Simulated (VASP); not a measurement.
Set up this calculation in VASP 6.6.1, as the native input.

```
Task                   : single point
Functional             : PBE
Potentials or basis    : VASP PAW PBE potentials, release 64 (Ta_pv, O)
Cutoff                 : 520 eV
k mesh                 : 4 × 4 × 4
Occupations            : gaussian, width 0.1 eV
Spin                   : no spin polarisation
Dipole correction      : no
Further INCAR settings : ALGO = Normal; EDIFF = 1e-07; NBANDS = 33
```

The structure of Ta4O lies in POSCAR:

```
Ta4O
1.0
    4.2079220700      0.0000000000      0.0000000000
    0.0000000000      4.2079220700      0.0000000000
    0.0000000000      0.0000000000      4.2079220700
Ta O
4 1
Direct
    0.5000000000      0.0000000000      0.0000000000
    0.0000000000      0.5000000000      0.0000000000
    0.0000000000      0.0000000000      0.5000000000
    0.5000000000      0.5000000000      0.5000000000
    0.0000000000      0.0000000000      0.0000000000
```

The cell was generated, and may not be a known phase.

These files were run (other wordings do the same):

INCAR

```
SYSTEM = Ta4O
  ALGO = Normal
  EDIFF = 1E-7
  ENCUT = 520
  GGA = PE
  ISIF = 2
  ISMEAR = 0
  LASPH = .TRUE.
  LCHARG = .FALSE.
  LREAL = .FALSE.
  LWAVE = .FALSE.
  NBANDS = 33
  NELM = 100
  PREC = Accurate
  SIGMA = 0.1
```

KPOINTS

```
k-points
0
G
  4 4 4
  0 0 0
```

Potentials or basis: VASP PAW PBE potentials, release 64 (Ta_pv, O).

Run with:

```console
$ cat potpaw_PBE.64/Ta_pv/POTCAR potpaw_PBE.64/O/POTCAR > POTCAR
$ mpirun -np 1 vasp_std > vasp.out
```

Results of the run:

```json
{
  "Pressure": "15.5 GPa",
  "Band gap on the k mesh": "zero (bands 25 and 26 overlap by 1.17 eV)"
}
```

Caveat: the k points lie up to 0.37 Å⁻¹ apart, too coarse for converged energies and pressures of a metal; spin-orbit coupling is left out, which moves the levels of the heavy elements.

It took 32 s on 1 thread of Intel Xeon 8259CL (shared host), peak memory 0.18 GiB.
